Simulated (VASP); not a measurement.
Write the native input for VASP 6.6.1 that does the following.

```
Task                   : electric field gradients
Functional             : PBE
Potentials or basis    : VASP PAW PBE potentials, release 64 (Ag, Te, Pd)
Cutoff                 : 400 eV
k mesh                 : 5 × 5 × 5
Occupations            : tetrahedron
Spin                   : no spin polarisation
Dipole correction      : no
Further INCAR settings : ALGO = Normal; EDIFF = 1e-08; NBANDS = 126
```

The structure of Ag2Te9Pd14 (Lukkulaisvaaraite) lies in POSCAR:

```
Ag2Te9Pd14
1.0
   -4.4799500000      4.4799500000      5.9110000000
    4.4799500000     -4.4799500000      5.9110000000
    4.4799500000      4.4799500000     -5.9110000000
Ag Te Pd
2 9 14
Direct
    0.6919000000      0.6919000000      0.0000000000
    0.3081000000      0.3081000000      0.0000000000
    0.0000000000      0.0000000000      0.0000000000
    0.3360000000      0.7742000000      0.8142000000
    0.7742000000      0.9600000000      0.4382000000
    0.9600000000      0.5218000000      0.1858000000
    0.5218000000      0.3360000000      0.5618000000
    0.6640000000      0.2258000000      0.1858000000
    0.2258000000      0.0400000000      0.5618000000
    0.0400000000      0.4782000000      0.8142000000
    0.4782000000      0.6640000000      0.4382000000
    0.6406000000      0.9334000000      0.8508000000
    0.9334000000      0.0826000000      0.2928000000
    0.0826000000      0.7898000000      0.1492000000
    0.7898000000      0.6406000000      0.7072000000
    0.3594000000      0.0666000000      0.1492000000
    0.0666000000      0.9174000000      0.7072000000
    0.9174000000      0.2102000000      0.8508000000
    0.2102000000      0.3594000000      0.2928000000
    0.4068000000      0.7051000000      0.1119000000
    0.7051000000      0.5932000000      0.2983000000
    0.5932000000      0.2949000000      0.8881000000
    0.2949000000      0.4068000000      0.7017000000
    0.0000000000      0.5000000000      0.5000000000
    0.5000000000      0.0000000000      0.5000000000
```

One way to write it, as run:

INCAR

```
PREC     = Accurate       # precision mode
ENCUT    = 400            # plane-wave cutoff, eV
EDIFF    = 1E-8           # SCF threshold, eV
ISMEAR   = -5             # smearing method
SIGMA    = 0.1            # smearing width, eV
LREAL    = False          # projectors in reciprocal space
LASPH    = True           # aspherical terms in the spheres
NELM     = 120            # most SCF steps
ALGO     = Normal         # electronic algorithm
ISIF     = 2              # what is computed and relaxed
LWAVE    = False          # write WAVECAR
LCHARG   = False          # write CHGCAR
GGA      = PE             # functional
LEFG     = True         
NBANDS   = 126            # bands
GGA_COMPAT= False        
KPAR     = 4
```

KPOINTS

```
regular mesh
0
Gamma
  5 5 5
```

Potentials or basis: VASP PAW PBE potentials, release 64 (Ag, Te, Pd).

The run is started by

```sh
$ cat potpaw_PBE.64/Ag/POTCAR potpaw_PBE.64/Te/POTCAR potpaw_PBE.64/Pd/POTCAR > POTCAR
$ mpirun -np 4 vasp_std > vasp.out
```

It gave:

The pressure is 4.8 GPa. The largest force is 0.223 eV/Å and the band gap on the k mesh is zero (band 108 reaches 9.70 eV, above the bottom of band 109 at 9.46 eV).

Caveat: without QUAD_EFG the Cq values of the log hold for a quadrupole moment of 1 mb, not for the nuclei; spin-orbit coupling is left out, which moves the levels of the heavy elements; tetrahedron occupations give inexact forces and stress in metals.

Run time: 52 min on 4 MPI ranks on AMD EPYC 7R13 Processor (Zen 3), on a shared host, peak memory 0.91 GiB a rank.
